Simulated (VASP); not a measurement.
A run of VASP 6.6.1 is set up as follows.

INCAR

```
PREC = Accurate ; ENCUT = 520
EDIFF = 1E-6 ; ISMEAR = 0
SIGMA = 0.05 ; LREAL = F
LASPH = T ; NELM = 100
ALGO = Normal ; ISIF = 2
LWAVE = F ; LCHARG = F
NELECT = 48.0 ; NBANDS = 36
```

KPOINTS

```
Automatic mesh
0
Gamma
  6 6 6
```

Contents of POSCAR:

```
HC12
1.0
    1.7657489870     -3.5314979740     -1.7657489870
    3.5314979740     -1.7657489870      1.7657489870
   -1.7657489870     -3.5314979740      1.7657489870
C H
12 1
Direct
    0.2500000000      1.0000000000      0.2500000000
    0.0833333333      0.3333333333      0.7500000000
    0.9166666667      0.6666666667      0.2500000000
    0.7500000000      1.0000000000      0.7500000000
    0.5833333333      0.3333333333      0.2500000000
    0.4166666667      0.6666666667      0.7500000000
    0.9583333333      0.3333333333      0.1250000000
    0.7916666667      0.6666666667      0.6250000000
    0.6250000000      1.0000000000      0.1250000000
    0.4583333333      0.3333333333      0.6250000000
    0.2916666667      0.6666666667      0.1250000000
    0.1250000000      1.0000000000      0.6250000000
    1.2916666667      0.5000000000      0.2916666667
```

Potentials or basis: VASP PAW LDA potentials, release 64 (C, H).

Command:

```bash
$ cat potpaw_LDA.64/C/POTCAR potpaw_LDA.64/H/POTCAR > POTCAR
$ mpirun -np 1 vasp_std > vasp.out
```

Q: Estimate the largest force.

A: 14.048 eV/Å.

Forces in eV/Å, atoms in the order of the input:
```
C   -0.587 -0.438  0.243
C   -0.182  0.181  0.012
C   -0.678  1.654  1.788
C    0.258  0.143 -0.232
C   -1.691 -4.660 -6.269
C   -0.051  0.344 -0.791
C    0.780  0.325 -0.152
C   -0.315 -0.327  0.500
C    0.343  0.476 -0.441
C   -0.828 -1.015  0.388
C   13.210  4.643  1.133
C   -0.295 -0.254  0.390
H   -9.965 -1.072  3.432
```

Caveat: the cell carries a net charge on a neutralising background, which shifts energy and pressure.
